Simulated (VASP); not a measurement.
Runs of VASP 6.6.1 on Se. The structure is that of space group Pm-3m (No. 221), or close to it. The cells are those of the table. 

```tsv
cell	gap on the mesh (eV)	pressure (GPa)
a = 2.693 Å, 1 atom	none	(b)
a = 2.919 Å, 1 atom	none	-8.1
a = 2.848 Å, 1 atom	none	-4.2
a = 2.884 Å, 1 atom	none	(a)
a = 2.734 Å, 1 atom	none	6.2
a = 2.773 Å, 1 atom	none	2.0
a = 2.811 Å, 1 atom	none	-1.4
```

Alike in all rows: task single point; level PBEsol; potentials or basis VASP PAW PBE potentials, release 64 (Se); no spin polarisation; k mesh 8 × 8 × 8; cutoff (eV) 520; smearing fermi-dirac 0.05 eV.

Problem. Estimate the missing entries.

Solution. (a) -6.3; (b) 11.5.

Caveats: the PAW data sets were made with another functional, which shifts forces and pressure a little.

A k mesh can miss the band edges, and the runs leave out spin-orbit coupling on Se.

A gap of «none» marks levels without a gap at the run's occupations.
